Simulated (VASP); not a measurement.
Wanted: the native input for a VASP 6.6.1 run.

| Item | Value |
| --- | --- |
| Task | single point |
| Functional | PBE |
| Potentials or basis | VASP PAW PBE potentials, release 64 (W_sv) |
| Cutoff | 520 eV |
| k mesh | 16 × 16 × 16 |
| Occupations | gaussian, width 0.1 eV |
| Spin | no spin polarisation |
| Dipole correction | no |
| Further INCAR settings | ALGO = Fast; EDIFF = 1e-06; NBANDS = 21 |

The structure of W lies in POSCAR:

```
W
1.0
    3.0880562595      0.0000000000      0.0000000000
    0.0000000000      3.0880562595      0.0000000000
    0.0000000000      0.0000000000      3.0880562595
W
2
Direct
    0.0000000000      0.0000000000      0.0000000000
    0.5000000000      0.5000000000      0.5000000000
```

This cell differs from its parent crystal: equal strain along all axes, cell held: -3.0 %.

The input as run:

INCAR

```
ALGO = Fast ; EDIFF = 1E-6
ENCUT = 520 ; GGA = PE
ISIF = 2 ; ISMEAR = 0
LASPH = T ; LCHARG = F
LREAL = F ; LWAVE = F
NBANDS = 21 ; NELM = 60
PREC = Accurate ; SIGMA = 0.1
```

KPOINTS

```
k-points
0
Gamma
  16 16 16
```

Potentials or basis: VASP PAW PBE potentials, release 64 (W_sv).

Launch:

```bash
$ cat potpaw_PBE.64/W_sv/POTCAR > POTCAR
$ mpirun -np 1 vasp_std > vasp.out
```

Results of the run:

```
Pressure               : 34.5 GPa
Band gap on the k mesh : zero (bands 14 and 15 overlap by 1.55 eV)
```

Caveat: the cell differs from its parent crystal (equal strain along all axes, cell held: -3.0 %); the cell stands under pressure; spin-orbit coupling is left out, which moves the levels of the heavy elements.

Run time: 110 s on 1 thread of Intel Xeon 8259CL, with other jobs on the host, peak memory 0.2 GiB.
